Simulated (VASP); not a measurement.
# H6C2O in VASP: notebook, part 2 of 2

VASP 6.6.1. Earlier steps stand in the parts before.

### Step 3. Single point, PBE+D3(BJ)

The input, INCAR:

```
SYSTEM = H6C2O
PREC     = Accurate       ! precision mode
ENCUT    = 520            ! plane-wave cutoff, eV
EDIFF    = 1E-6           ! SCF threshold, eV
ISMEAR   = -1             ! smearing method
SIGMA    = 0.02           ! smearing width, eV
LREAL    = Auto         
LASPH    = .True.         ! aspherical terms in the spheres
NELM     = 60             ! most SCF steps
ALGO     = Normal         ! electronic algorithm
ISIF     = 2              ! what is computed and relaxed
LWAVE    = .False.        ! write WAVECAR
LCHARG   = .False.        ! write CHGCAR
GGA      = PE             ! functional
IVDW     = 12             ! dispersion correction
NBANDS   = 64             ! bands
```

The input, KPOINTS:

```
Automatic mesh
0
Gamma
  1 1 1
  0 0 0
```

The input, POSCAR:

```
H6C2O
1.0
    7.2936330000      0.0000000000      0.0000000000
    0.0000000000      7.2936330000      0.0000000000
    0.0000000000      0.0000000000      7.2936330000
C O H
8 4 24
Direct
    0.4310060569      0.0133129813      0.1908788117
    0.4483636618      0.1663642796      0.0510856524
    0.4906745376      0.6673491798      0.6338953441
    0.3293831757      0.5645197668      0.5453386536
    0.9930442072      0.0833466669      0.5718823527
    0.8492064243      0.2042055036      0.4786777728
    0.9019510579      0.8056753061      1.0008318214
    0.9747131505      0.6103953955      0.9888076354
    0.3235698862      0.3059380695      0.1040770765
    0.3592311267      0.3810446728      0.4882751847
    0.6872706647      0.2024642589      0.6022101743
    0.8376895300      0.4794729869      0.9540924255
    0.2909112647      0.3884209694     -0.0045382048
    0.5880471365      0.2194379673      0.0521550783
    0.4361201064      0.1216814720     -0.0963854364
    0.5637382632     -0.0435722499      0.2256351533
    0.3629878279      0.0657971137      0.3121626767
    0.3356489146     -0.0935336341      0.1442079688
    0.3446841924      0.3801809057      0.3497571101
    0.2162982426      0.5530440043      0.6486616478
    0.2681379773      0.6464679536      0.4347627581
    0.4382041158      0.7907033436      0.7051355614
    0.5537021125      0.5797933622      0.7496401313
    0.6102720003      0.7020506790      0.5450781524
    0.5810410258      0.2774474669      0.5509599948
    0.9047205967      0.3530065195      0.4691763350
    0.8279413017      0.1369276463      0.3436147665
    1.1272297359      0.1111517402      0.5193982203
    1.0095106239      0.1212016015      0.7140885756
    0.9614138797     -0.0604911160      0.5518648937
    0.8366063935      0.4760179186      0.8188237604
    1.0898683825      0.6080234638      0.8911608248
    1.0374390924      0.5778875905      1.1184686699
    0.9908642236      0.9295367617      0.9816095765
    0.8062648614      0.8271735087      0.8829618929
    0.8179462827      0.8326166123      1.1206075217
```

Potentials or basis: VASP PAW PBE potentials, release 64 (C, O, H).

The run is started by

```
> cat potpaw_PBE.64/C/POTCAR potpaw_PBE.64/O/POTCAR potpaw_PBE.64/H/POTCAR > POTCAR
> mpirun -np 1 vasp_gam > vasp.out
```

OUTCAR:

```text
SYSTEM = H6C2O
   PREC = Accurate
   ENCUT = 520
   EDIFF = 1E-6
   ISMEAR = -1
   LREAL = Auto
   LASPH = .True.
   NELM = 60
   ISIF = 2
   GGA = PE
   IVDW = 12
 IVDW          = 12

 ion  position               nearest neighbor table
   1  0.431  0.013  0.191-  16 1.08  17 1.08  18 1.10   2 1.52
   2  0.448  0.166  0.051-  14 1.09  15 1.13   9 1.42   1 1.52
   3  0.491  0.667  0.634-  22 1.11  24 1.12  23 1.15   4 1.54
   4  0.329  0.565  0.545-  21 1.10  20 1.12  10 1.42   3 1.54
   5  0.993  0.083  0.572-  28 1.07  29 1.08  30 1.08   6 1.53
   6  0.849  0.204  0.479-  27 1.11  26 1.16  11 1.49   5 1.53
   7  0.902  0.806  0.001-  36 1.08  35 1.12  34 1.12   8 1.52
   8  0.975  0.610  0.989-  33 1.08  32 1.10  12 1.41   7 1.52
   9  0.324  0.306  0.104-  13 1.02   2 1.42
  10  0.359  0.381  0.488-  19 1.02   4 1.42
  11  0.687  0.202  0.602-  25 1.02   6 1.49
  12  0.838  0.479  0.954-  31 0.99   8 1.41
  13  0.291  0.388  0.995-   9 1.02
  14  0.588  0.219  0.052-   2 1.09
  15  0.436  0.122  0.904-   2 1.13
  16  0.564  0.956  0.226-   1 1.08
  17  0.363  0.066  0.312-   1 1.08
[... 17 lines left out ...]
  35  0.806  0.827  0.883-   7 1.12
  36  0.818  0.833  0.121-   7 1.08

  LATTYP: Found a simple cubic cell.
[... 235 lines left out ...]
      1     -22.7073      2.00000
      2     -22.6668      2.00000
      3     -22.4668      2.00000
      4     -21.1100      2.00000
      5     -15.4346      2.00000
      6     -15.3823      2.00000
[... 44 lines left out ...]
     51       5.3328      0.00000
     52       5.3603      0.00000
 [bands above 52 left out]

------------------------ aborting loop because EDIFF is reached ----------------------------------------

 Edisp (eV)   -1.28516

 E8    (eV) :    -0.2778

  FORCE on cell =-STRESS in cart. coord.  units (eV):
  Direction    XX          YY          ZZ          XY          YZ          ZX
  --------------------------------------------------------------------------------------
  -------------------------------------------------------------------------------------
  Total      -2.25583    -3.00601    -4.08523    -0.65813     1.46498     0.17229
  in kB      -9.31506   -12.41279   -16.86921    -2.71761     6.04939     0.71146
  external pressure =      -12.87 kB  Pullay stress =        0.00 kB

 VOLUME and BASIS-vectors are now :
 -----------------------------------------------------------------------------
  energy-cutoff  :      520.00
  volume of cell :      388.00
      direct lattice vectors                 reciprocal lattice vectors
     7.293633000  0.000000000  0.000000000     0.137105884  0.000000000  0.000000000
     0.000000000  7.293633000  0.000000000     0.000000000  0.137105884  0.000000000
     0.000000000  0.000000000  7.293633000     0.000000000  0.000000000  0.137105884

 POSITION                                       TOTAL-FORCE (eV/Angst)
 -----------------------------------------------------------------------------------
      3.14360      0.09710      1.39220        -0.714088     -0.264781     -0.591039
      3.27020      1.21340      0.37260         0.974495     -0.529713     -0.734221
      3.57880      4.86740      4.62340         0.773635     -1.156456      1.269824
      2.40240      4.11740      3.97750        -0.739796      0.672750      0.885123
      7.24290      0.60790      4.17110        -0.311441      0.715133     -0.167172
      6.19380      1.48940      3.49130         0.038826      0.607372      1.309124
[... 28 lines left out ...]
      5.88060      6.03310      6.44000         0.110473     -0.181863      0.301641
      5.96580      6.07280      0.87967        -0.126879     -0.201159      0.528768
 -----------------------------------------------------------------------------------
    total drift:                               -0.003702     -0.022084      0.003295

  FREE ENERGIE OF THE ION-ELECTRON SYSTEM (eV)
  ---------------------------------------------------
  free  energy   TOTEN  =      -188.4904208548 eV

  energy  without entropy=     -188.4904208548  energy(sigma->0) =     -188.49042085
```

OSZICAR:

```text
N       E                     dE             d eps       ncg     rms          rms(c)
DAV:   1     0.519913260868E+03    0.51991E+03   -0.39908E+04   128   0.111E+03
DAV:   2    -0.142129204062E+03   -0.66204E+03   -0.61602E+03   168   0.255E+02
DAV:   3    -0.204526961338E+03   -0.62398E+02   -0.61949E+02   160   0.840E+01
DAV:   4    -0.205915942577E+03   -0.13890E+01   -0.13852E+01   168   0.141E+01
DAV:   5    -0.205950010029E+03   -0.34067E-01   -0.34051E-01   160   0.209E+00    0.233E+01
DAV:   6    -0.189867037975E+03    0.16083E+02   -0.29424E+01   160   0.179E+01    0.113E+01
DAV:   7    -0.187598913754E+03    0.22681E+01   -0.49398E+00   160   0.792E+00    0.590E+00
DAV:   8    -0.187209690249E+03    0.38922E+00   -0.10502E+00   168   0.429E+00    0.122E+00
DAV:   9    -0.187195079763E+03    0.14610E-01   -0.12310E-01   152   0.160E+00    0.527E-01
DAV:  10    -0.187203746856E+03   -0.86671E-02   -0.30906E-02   144   0.679E-01    0.246E-01
DAV:  11    -0.187204302383E+03   -0.55553E-03   -0.31780E-03   160   0.279E-01    0.136E-01
DAV:  12    -0.187205275865E+03   -0.97348E-03   -0.24827E-03   144   0.220E-01    0.535E-02
DAV:  13    -0.187205252096E+03    0.23768E-04   -0.41407E-04   152   0.995E-02    0.276E-02
DAV:  14    -0.187205259237E+03   -0.71409E-05   -0.15318E-04   144   0.489E-02    0.144E-02
DAV:  15    -0.187205258113E+03    0.11243E-05   -0.15681E-05   152   0.206E-02    0.610E-03
DAV:  16    -0.187205258230E+03   -0.11755E-06   -0.73808E-06   144   0.127E-02
   1 F= -.18849042E+03 E0= -.18849042E+03  d E =-.128622E-10
```

Run time: 30 s. Hardware: 1 thread of Intel Xeon 6975P-C (Granite Rapids), shared host; peak memory 0.35 GiB.

Results:

* Free energy: -188.4904 eV
* Pressure: -1.3 GPa
* Largest force: 2.716 eV/Å
* Band gap on the k mesh: 4.51 eV
* Dispersion energy per atom: -0.036 eV

Forces on the atoms (eV/Å):
```
C   -0.714 -0.265 -0.591
C    0.974 -0.530 -0.734
C    0.774 -1.156  1.270
C   -0.740  0.673  0.885
C   -0.311  0.715 -0.167
C    0.039  0.607  1.309
C   -0.912  1.197 -1.528
C    0.942  1.416  0.821
O   -1.326  1.797 -1.546
O    0.505 -0.036 -1.706
O    0.036  0.593 -1.283
O    0.036 -0.189 -1.314
H    0.601 -1.204  1.590
H    0.425  0.358  0.224
H   -0.553  0.096  0.667
H    0.204 -0.289  0.147
H    0.195  0.282  0.551
H    0.205 -0.227 -0.145
H    0.253 -0.386  0.977
H    0.363  0.287 -0.042
H    0.152  0.049 -0.234
H    0.171 -0.039 -0.386
H   -0.694  0.646 -0.972
H   -0.697  0.015 -0.039
H    0.977 -0.706  0.163
H   -0.594 -1.372 -0.327
H   -0.491  0.759  0.028
H    0.784  0.060 -0.790
H   -0.365 -0.140  0.792
H   -0.134 -0.464  0.249
H   -0.628 -0.540  0.561
H   -0.064 -0.201 -0.415
H    0.243 -0.407  0.798
H    0.361 -1.015  0.356
H    0.110 -0.182  0.302
H   -0.127 -0.201  0.529
```

Levels at points of the mesh, in eV from the valence-band top:
```tsv
k point	band 36	band 37	band 38	band 39	band 40	band 41	band 42	band 43	band 44	band 45
(0.00, 0.00, 0.00)	-1.42	-0.69	-0.51	-0.48	0.00	4.51	5.51	6.11	6.28	6.52
```

Caveat: the k points lie up to 0.86 Å⁻¹ apart.
